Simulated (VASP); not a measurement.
# KTaO3 (Pm-3m) in VASP: further runs

KTaO3 is run at these levels: HSE06, LDA; tasks: single point.

Program: VASP 6.6.1. These are calculated values, not measurements. Logs are shortened: lines on timing, memory, paths and dates and some standing lists are left out, and cuts for length are marked.

## 1. The cell of the first run

Symmetry: Pm-3m, No. 221, cubic system. The conventional cell has a = 3.990 Å, b = 3.990 Å, c = 3.990 Å, α = 90.00°, β = 90.00°, γ = 90.00°. K (site symmetry m-3m) has 12 O at 2.82 Å and 8 Ta at 3.46 Å within 3.7 Å. Within 2.6 Å of Ta (site symmetry m-3m) lie 6 O at 2.00 Å. O (site symmetry 4/mmm) has 2 Ta at 2.00 Å within 2.6 Å.

## 2. Single point, HSE06

Contents of POSCAR:

```
KTaO3
1.0
    3.9901309440      0.0000000000      0.0000000000
    0.0000000000      3.9901309440      0.0000000000
    0.0000000000      0.0000000000      3.9901309440
K Ta O
1 1 3
Direct
    0.5000000000      0.5000000000      0.5000000000
    0.0000000000      0.0000000000      0.0000000000
    0.5000000000      0.0000000000      0.0000000000
    0.0000000000      0.5000000000      0.0000000000
    0.0000000000      0.0000000000      0.5000000000
```

Contents of INCAR.step1:

```
PREC     = Accurate       # precision mode
ENCUT    = 520            # plane-wave cutoff, eV
EDIFF    = 1E-5           # SCF threshold, eV
ISMEAR   = 0              # smearing method
SIGMA    = 0.01           # smearing width, eV
LREAL    = False          # projectors in reciprocal space
LASPH    = True           # aspherical terms in the spheres
NELM     = 60             # most SCF steps
ALGO     = Normal         # electronic algorithm
ISIF     = 2              # what is computed and relaxed
LWAVE    = True           # write WAVECAR
LCHARG   = False          # write CHGCAR
NBANDS   = 27             # bands
GGA      = PE             # functional
```

Contents of INCAR.step2:

```
PREC     = Accurate       # precision mode
ENCUT    = 520            # plane-wave cutoff, eV
EDIFF    = 1E-6           # SCF threshold, eV
ISMEAR   = 0              # smearing method
SIGMA    = 0.01           # smearing width, eV
LREAL    = False          # projectors in reciprocal space
LASPH    = True           # aspherical terms in the spheres
NELM     = 60             # most SCF steps
ALGO     = Normal         # electronic algorithm
ISIF     = 2              # what is computed and relaxed
LWAVE    = False          # write WAVECAR
LCHARG   = False          # write CHGCAR
GGA      = PE             # functional
LHFCALC  = True           # exact exchange
HFSCREEN = 0.2079         # screening, 1/A
PRECFOCK = Fast         
NBANDS   = 27             # bands
ISTART   = 1
```

Contents of KPOINTS:

```
regular mesh
0
Gamma
  4 4 4
```

Potentials or basis: VASP PAW PBE potentials, release 64 (K_sv, Ta_pv, O).

Run with:

```bash
> cat potpaw_PBE.64/K_sv/POTCAR potpaw_PBE.64/Ta_pv/POTCAR potpaw_PBE.64/O/POTCAR > POTCAR
> cp INCAR.step1 INCAR
> mpirun -np 1 vasp_std > vasp.out
> cp INCAR.step2 INCAR
> mpirun -np 1 vasp_std > vasp.out
```

OUTCAR:

```text
PREC = Accurate
   ENCUT = 520
   EDIFF = 1E-6
   ISMEAR = 0
   LREAL = False
   LASPH = True
   NELM = 60
   ISIF = 2
   GGA = PE
   LHFCALC = True
   HFSCREEN = 0.2079
   PRECFOCK = Fast
   ISTART = 1

 ion  position               nearest neighbor table
   1  0.500  0.500  0.500-   3 2.82   4 2.82   5 2.82   3 2.82   4 2.82   3 2.82   5 2.82   3 2.82
                             4 2.82   5 2.82   4 2.82   5 2.82   2 3.46   2 3.46   2 3.46   2 3.46
   2  0.000  0.000  0.000-   3 2.00   4 2.00   5 2.00   5 2.00   4 2.00   3 2.00   1 3.46   1 3.46
                             1 3.46   1 3.46   1 3.46   1 3.46   1 3.46   1 3.46
   3  0.500  0.000  0.000-   2 2.00   2 2.00   1 2.82   1 2.82   1 2.82   1 2.82
   4  0.000  0.500  0.000-   2 2.00   2 2.00   1 2.82   1 2.82   1 2.82   1 2.82
   5  0.000  0.000  0.500-   2 2.00   2 2.00   1 2.82   1 2.82   1 2.82   1 2.82

  LATTYP: Found a simple cubic cell.
 ALAT       =     3.9901309440

  Lattice vectors:

 A1 = (   3.9901309440,   0.0000000000,   0.0000000000)
 A2 = (   0.0000000000,   3.9901309440,   0.0000000000)
 A3 = (   0.0000000000,   0.0000000000,   3.9901309440)

Analysis of symmetry for initial positions (statically):
=====================================================================
 Subroutine PRICEL returns:
 Original cell was already a primitive cell.

 Routine SETGRP: Setting up the symmetry group for a
 simple cubic supercell.

 Subroutine GETGRP returns: Found 48 space group operations
 (whereof 48 operations were pure point group operations)
 out of a pool of 48 trial point group operations.

The static configuration has the point symmetry O_h .

Analysis of symmetry for dynamics (positions and initial velocities):
=====================================================================
 Subroutine PRICEL returns:
 Original cell was already a primitive cell.

 Routine SETGRP: Setting up the symmetry group for a
 simple cubic supercell.

 Subroutine GETGRP returns: Found 48 space group operations
 (whereof 48 operations were pure point group operations)
 out of a pool of 48 trial point group operations.

The dynamic configuration has the point symmetry O_h .

 Subroutine INISYM returns: Found 48 space group operations
 (whereof 48 operations are pure point group operations),
 and found     1 'primitive' translations

----------------------------------------------------------------------------------------

                                     Primitive cell

  volume of cell :      63.5275

  direct lattice vectors                    reciprocal lattice vectors
     3.990130944  0.000000000  0.000000000     0.250618342  0.000000000  0.000000000
     0.000000000  3.990130944  0.000000000     0.000000000  0.250618342  0.000000000
     0.000000000  0.000000000  3.990130944     0.000000000  0.000000000  0.250618342

  length of vectors
     3.990130944  3.990130944  3.990130944     0.250618342  0.250618342  0.250618342

  position of ions in fractional coordinates (direct lattice)
     0.500000000  0.500000000  0.500000000
     0.000000000  0.000000000  0.000000000
     0.500000000  0.000000000  0.000000000
     0.000000000  0.500000000  0.000000000
     0.000000000  0.000000000  0.500000000

  ion indices of the primitive-cell ions
   primitive index   ion index
                 1           1
                 2           2
                 3           3
                 4           4
                 5           5

----------------------------------------------------------------------------------------

 KPOINTS: regular mesh

Automatic generation of k-mesh.
 Grid dimensions read from file:
 generate k-points for:    4    4    4

 Generating k-lattice:

  Cartesian coordinates                     Fractional coordinates (reciprocal lattice)
     0.062654585  0.000000000  0.000000000     0.250000000  0.000000000  0.000000000
     0.000000000  0.062654585  0.000000000     0.000000000  0.250000000  0.000000000
     0.000000000  0.000000000  0.062654585     0.000000000  0.000000000  0.250000000

  Length of vectors
     0.062654585  0.062654585  0.062654585

  Shift w.r.t. Gamma in fractional coordinates (k-lattice)
     0.000000000  0.000000000  0.000000000

 Subroutine IBZKPT returns following result:
 ===========================================

 Found     10 irreducible k-points:

 Following reciprocal coordinates:
            Coordinates               Weight
  0.000000  0.000000  0.000000      1.000000
  0.250000  0.000000  0.000000      6.000000
  0.500000  0.000000  0.000000      3.000000
  0.250000  0.250000  0.000000     12.000000
  0.500000  0.250000  0.000000     12.000000
  0.500000  0.500000  0.000000      3.000000
  0.250000  0.250000  0.250000      8.000000
  0.500000  0.250000  0.250000     12.000000
  0.500000  0.500000  0.250000      6.000000
  0.500000  0.500000  0.500000      1.000000
   k-points           NKPTS =     10   k-points in BZ     NKDIM =     64   number of bands    NBANDS=     27
   number of dos      NEDOS =    301   number of ions     NIONS =      5
   total plane-waves  NPLWV =  27000
   dimension x,y,z NGX =    30 NGY =   30 NGZ =   30
   dimension x,y,z NGXF=    60 NGYF=   60 NGZF=   60
   ions per type =               1   1   3
   NGX,Y,Z   is equivalent  to a cutoff of  12.50, 12.50, 12.50 a.u.
   NGXF,Y,Z  is equivalent  to a cutoff of  25.00, 25.00, 25.00 a.u.
 SYSTEM =  unknown system
   PREC   = accura    normal or accurate (medium, high low for compatibility)
   ISTART =      1    job   : 0-new  1-cont  2-samecut
   ICHARG =      0    charge: 1-file 2-atom 10-const
   ISPIN  =      1    spin polarized calculation?
   LNONCOLLINEAR =      F non collinear calculations
   LSORBIT =      F    spin-orbit coupling
   LASPH  =      T    aspherical Exc in radial PAW
   ENCUT  =  520.0 eV  38.22 Ry    6.18 a.u.   7.42  7.42  7.42*2*pi/ulx,y,z
   NELM   =     60;   NELMIN=  2; NELMDL=  0     # of ELM steps
   EDIFF  = 0.1E-05   stopping-criterion for ELM
   LREAL  =      F    real-space projection
   EDIFFG = 0.1E-04   stopping-criterion for IOM
   NSW    =      0    number of steps for IOM
   IBRION =     -1    ionic relax: 0-MD 1-quasi-New 2-CG
   NFREE  =      0    steps in history (QN), initial steepest desc. (CG)
   ISIF   =      2    stress and relaxation
   ISYM   =      3    0-nonsym 1-usesym 2-fastsym
   POTIM  = 0.5000    time-step for ionic-motion
   TEBEG  =    0.0;   TEEND  =   0.0 temperature during run
   PSTRESS=    0.0 pullay stress
   NELECT =      38.0000    total number of electrons
   NUPDOWN=      -1.0000    fix difference up-down
   EMIN   =  10.00;   EMAX   =-10.00  energy-range for DOS
   EFERMI =   0.00;   METHOD = LEGACY
   ISMEAR =     0;   SIGMA  =   0.01  broadening in eV -4-tet -1-fermi 0-gaus
   EFERMI_NEDOS =   21; number of points for ismear=-14 and -15
   IALGO  =     38    algorithm
   IMIX   =      1    mixing-type and parameters
     AMIX     =   0.40;   BMIX     =  1.00
     AMIX_MAG =   1.60;   BMIX_MAG =  1.00
  volume/ion in A,a.u.               =      12.71        85.74
  Fermi-wavevector in a.u.,A,eV,Ry     =   1.379375  2.606640 25.887454  1.902674
  Thomas-Fermi vector in A             =   2.504350
   LORBIT       =      0    0 simple, 1 ext, 2 COOP (PROOUT), +10 PAW based schemes
   GGA     = PE    functional components
   LHFCALC =     T    Hartree Fock is set to
   PRECFOCK=fast      Normal, Fast or Accurate (Low or Medium for compatibility)
   ENCUT4O =  -1.0   cutoff for four orbital integrals eV
   NKREDX  =     1    reduce k-point grid by
   NKREDY  =     1    reduce k-point grid by
   NKREDZ  =     1    reduce k-point grid by
   AEXX    =    0.2500 exact exchange contribution
   HFSCREEN=    0.2079 screening length (either q_TF or 0.3 A-1)
   HFSCREENC=   0.2079 screening length for correlation (either q_TF or 0.3 A-1)
   ENCUTFOCK=  -1.0 apply spherical cutoff to Coloumb kernel
   IVDW    =     0    specifies the selected vdW correction
   LEPSILON=     F    determine dielectric tensor
   LRPA    =     F    only Hartree local field effects (RPA)
 non-spin polarized calculation
 Gauss-broadening in eV      SIGMA  =   0.01
  energy-cutoff  :      520.00
  volume of cell :       63.53
 maximum number of plane-waves:      1743
 NGX is ok and might be reduce to    30
  NGX = 16; NGY = 16; NGZ = 16

 number of electron      37.9999976 magnetization

 Free energy of the ion-electron system (eV)
  ---------------------------------------------------
  ext. energy  EPLUGINS =         0.00000000
  ---------------------------------------------------
  free energy    TOTEN  =       -49.36302393 eV

  energy without entropy =      -49.36302393  energy(sigma->0) =      -49.36302393

 E-fermi :   0.7694     XC(G=0):  -8.9283

 val. band max:        0.6936643930   @ k =   0.5000   0.5000   0.5000
 cond. band min:       4.1723973205   @ k =   0.0000   0.0000   0.0000
 fundamental gap:      3.4787329275
 Fermi energy:         0.7694312867

 k-point     1 :       0.0000    0.0000    0.0000
  band No.  band energies     occupation
      1     -35.3944      2.00000
      2     -35.3944      2.00000
      3     -35.3944      2.00000
      4     -28.5445      2.00000
      5     -18.5047      2.00000
      6     -17.7659      2.00000
[... 19 lines left out ...]
     26      10.5108      0.00000
     27      10.5108      0.00000

 k-point     2 :       0.2500    0.0000    0.0000
  band No.  band energies     occupation
      1     -35.4471      2.00000
      2     -35.3910      2.00000
      3     -35.3910      2.00000
      4     -28.5296      2.00000
      5     -18.3926      2.00000
      6     -17.7536      2.00000
[... 19 lines left out ...]
     26      11.2680      0.00000
     27      11.5634      0.00000

 k-point     3 :       0.5000    0.0000    0.0000
  band No.  band energies     occupation
      1     -35.4991      2.00000
      2     -35.3877      2.00000
      3     -35.3877      2.00000
      4     -28.5147      2.00000
      5     -18.3850      2.00000
      6     -17.7412      2.00000
[... 174 lines left out ...]
      1     -35.4881      2.00000
      2     -35.4881      2.00000
      3     -35.4331      2.00000
      4     -28.4920      2.00000
      5     -17.4232      2.00000
      6     -16.7793      2.00000
[... 19 lines left out ...]
     26      13.2495      0.00000
     27      13.6981      0.00000

 k-point    10 :       0.5000    0.5000    0.5000
  band No.  band energies     occupation
      1     -35.4846      2.00000
      2     -35.4846      2.00000
      3     -35.4846      2.00000
      4     -28.4838      2.00000
      5     -16.7382      2.00000
      6     -16.7382      2.00000
[... 19 lines left out ...]
     26      13.2545      0.00000
     27      15.0670      0.00000

------------------------ aborting loop because EDIFF is reached ----------------------------------------

  FORCE on cell =-STRESS in cart. coord.  units (eV):
  Direction    XX          YY          ZZ          XY          YZ          ZX
  --------------------------------------------------------------------------------------
  -------------------------------------------------------------------------------------
  Total       -0.1069617     -0.1069617     -0.1069617      0.0000000      0.0000000      0.0000000
  in kB       -2.6975984     -2.6975984     -2.6975984      0.0000000      0.0000000      0.0000000
  external PRESSURE =      -2.6975984 kB  Pullay stress =       0.0000000 kB

 VOLUME and BASIS-vectors are now :
 -----------------------------------------------------------------------------
  energy-cutoff  :      520.00
  volume of cell :       63.53
      direct lattice vectors                 reciprocal lattice vectors
     3.990130944  0.000000000  0.000000000     0.250618342  0.000000000  0.000000000
     0.000000000  3.990130944  0.000000000     0.000000000  0.250618342  0.000000000
     0.000000000  0.000000000  3.990130944     0.000000000  0.000000000  0.250618342

 POSITION                                       TOTAL-FORCE (eV/Angst)
 -----------------------------------------------------------------------------------
      1.99507      1.99507      1.99507         0.000000      0.000000      0.000000
      0.00000      0.00000      0.00000         0.000000      0.000000      0.000000
      1.99507      0.00000      0.00000         0.000000      0.000000      0.000000
      0.00000      1.99507      0.00000         0.000000      0.000000      0.000000
      0.00000      0.00000      1.99507         0.000000      0.000000      0.000000
 -----------------------------------------------------------------------------------
    total drift:                               -0.000002     -0.000002     -0.000002

  FREE ENERGIE OF THE ION-ELECTRON SYSTEM (eV)
  ---------------------------------------------------
  free  energy   TOTEN  =       -49.3630239344 eV

  energy  without entropy=      -49.3630239344  energy(sigma->0) =      -49.36302393
```

Run time: 22 min. Hardware: 1 thread of Intel Xeon 8259CL, shared host; peak memory 0.29 GiB.

Results:

```yaml
Free_energy: -49.3630 eV
Pressure: -0.3 GPa
Band_gap_on_the_k_mesh: 3.48 eV (least direct gap 4.13 eV)
```

Levels at points of the mesh, in eV from the valence-band top:
```
           k point  band 16  band 17  band 18  band 19  band 20  band 21  band 22  band 23
(0.00, 0.00, 0.00)    -1.13    -0.65    -0.65    -0.65     3.48     3.48     3.48     8.20
(0.50, 0.00, 0.00)    -2.28    -1.60    -0.90    -0.90     3.64     6.54     6.54     8.24
(0.50, 0.50, 0.00)    -1.83    -1.54    -1.54    -0.04     6.58     6.58     8.02     9.23
(0.50, 0.50, 0.50)    -4.20     0.00     0.00     0.00     8.17     8.17     8.17    10.73
```

Caveat: the PAW data sets were made with another functional, which shifts forces and pressure a little; spin-orbit coupling is left out, which moves the levels of the heavy elements. A k mesh can miss the band edges.

## 3. Single point, LDA

This run uses another cell than the first one, of 12.34 Å³/atom.

Contents of INCAR:

```
  PREC = Accurate
  ENCUT = 700
  EDIFF = 1E-6
  ISMEAR = -1
  SIGMA = 0.02
  LREAL = False
  LASPH = True
  NELM = 120
  ALGO = Normal
  ISIF = 2
  LWAVE = False
  LCHARG = False
  GGA = CA
  NBANDS = 28
  GGA_COMPAT = False
```

Contents of KPOINTS:

```
regular mesh
0
Gamma
  6 6 6
```

POSCAR: that of step 2 with these lines changed.

```diff
@@ -2,5 +2,5 @@
 1.0
-    3.9901309440      0.0000000000      0.0000000000
-    0.0000000000      3.9901309440      0.0000000000
-    0.0000000000      0.0000000000      3.9901309440
+    3.9520041698      0.0000000000      0.0000000000
+    0.0000000000      3.9520041698      0.0000000000
+    0.0000000000      0.0000000000      3.9520041698
 K Ta O
```

Potentials or basis: VASP PAW LDA potentials, release 64 (K_sv, Ta_sv_GW, O).

Run with:

```bash
> cat potpaw_LDA.64/K_sv/POTCAR potpaw_LDA.64/Ta_sv_GW/POTCAR potpaw_LDA.64/O/POTCAR > POTCAR
> mpirun -np 1 vasp_std > vasp.out
```

Wall time 48 s (1 thread of Intel Xeon Platinum 8488C (Sapphire Rapids), shared host); peak memory 0.21 GiB.

Results (log left out):

```yaml
Free_energy: -47.6283 eV
Pressure: 0.8 GPa
Band_gap_on_the_k_mesh: 2.11 eV (least direct gap 2.71 eV)
```

Levels at points of the mesh, in eV from the valence-band top:
```
           k point  band 17  band 18  band 19  band 20  band 21  band 22  band 23  band 24
(0.00, 0.00, 0.00)    -1.11    -0.60    -0.60    -0.60     2.11     2.11     2.11     6.60
(0.50, 0.00, 0.00)    -2.24    -1.63    -0.84    -0.84     2.29     5.14     5.14     7.17
(0.50, 0.50, 0.00)    -1.57    -1.47    -1.47    -0.05     5.19     5.19     6.51     8.05
(0.50, 0.50, 0.50)    -4.02     0.00     0.00     0.00     6.68     6.68     6.68     8.80
```

Caveat: spin-orbit coupling is left out, which moves the levels of the heavy elements. A k mesh can miss the band edges.

## 4. Single point, LDA

Contents of INCAR:

```
SYSTEM = KTaO3
  PREC = Accurate
  ENCUT = 700
  EDIFF = 1E-6
  ISMEAR = 0
  SIGMA = 0.01
  LREAL = .False.
  LASPH = .True.
  NELM = 120
  ALGO = Normal
  ISIF = 2
  LWAVE = .False.
  LCHARG = .False.
  NBANDS = 28
  GGA_COMPAT = .False.
```

Contents of KPOINTS:

```
regular mesh
0
Gamma
  6 6 6
  0 0 0
```

POSCAR: that of step 3 with these lines changed.

```diff
@@ -2,5 +2,5 @@
 1.0
-    3.9520041698      0.0000000000      0.0000000000
-    0.0000000000      3.9520041698      0.0000000000
-    0.0000000000      0.0000000000      3.9520041698
+    3.9901309440      0.0000000000      0.0000000000
+    0.0000000000      3.9901309440      0.0000000000
+    0.0000000000      0.0000000000      3.9901309440
 K Ta O
```

Run with:

```bash
> cat potpaw_LDA.64/K_sv/POTCAR potpaw_LDA.64/Ta_sv_GW/POTCAR potpaw_LDA.64/O/POTCAR > POTCAR
> mpirun -np 1 vasp_std > vasp.out
```

Wall time 35 s (1 thread of Intel Xeon 6975P-C (Granite Rapids), shared host); peak memory 0.21 GiB.

The run converged. Its results:

```yaml
Free_energy: -47.6068 eV
Pressure: -5.2 GPa
Band_gap_on_the_k_mesh: 2.05 eV (least direct gap 2.67 eV)
```

Levels at points of the mesh, in eV from the valence-band top:
```csv
k point,band 18,band 19,band 20,band 21,band 22,band 23
"(0.00, 0.00, 0.00)",-0.62,-0.62,-0.62,2.05,2.05,2.05
"(0.50, 0.00, 0.00)",-1.55,-0.85,-0.85,2.21,4.95,4.95
"(0.50, 0.50, 0.00)",-1.44,-1.44,-0.04,4.99,4.99,6.27
"(0.50, 0.50, 0.50)",0.00,0.00,0.00,6.42,6.42,6.42
```

Caveat: the cell stands under tension; spin-orbit coupling is left out, which moves the levels of the heavy elements. A k mesh can miss the band edges.

## 5. The runs side by side

```csv
level,potentials or basis,cell,k mesh,cutoff (eV),smearing,grid for exact exchange (PRECFOCK),share of exact exchange,screening parameter,gap on the mesh (eV),pressure (GPa)
HSE06,"VASP PAW PBE potentials, release 64 (K_sv, Ta_pv, O)","a = 3.990 Å, 5 atoms",4 × 4 × 4,520,gaussian 0.01 eV,Fast,0.25,0.2079 1/Å,3.48,-0.3
LDA,"VASP PAW LDA potentials, release 64 (K_sv, Ta_sv_GW, O)","a = 3.952 Å, 5 atoms",6 × 6 × 6,700,fermi-dirac 0.02 eV,-,-,-,2.11,0.8
LDA,"VASP PAW LDA potentials, release 64 (K_sv, Ta_sv_GW, O)","a = 3.990 Å, 5 atoms",6 × 6 × 6,700,gaussian 0.01 eV,-,-,-,2.05,-5.2
```

Alike in all rows: task single point; no spin polarisation.

Caveats: spin-orbit coupling is left out, which moves the levels of the heavy elements; the PAW data sets were made with another functional, which shifts forces and pressure a little (at least some runs); the cell stands under tension (at least some runs).

Total energies depend on the potentials used, so only differences within one code and one set of settings carry meaning.
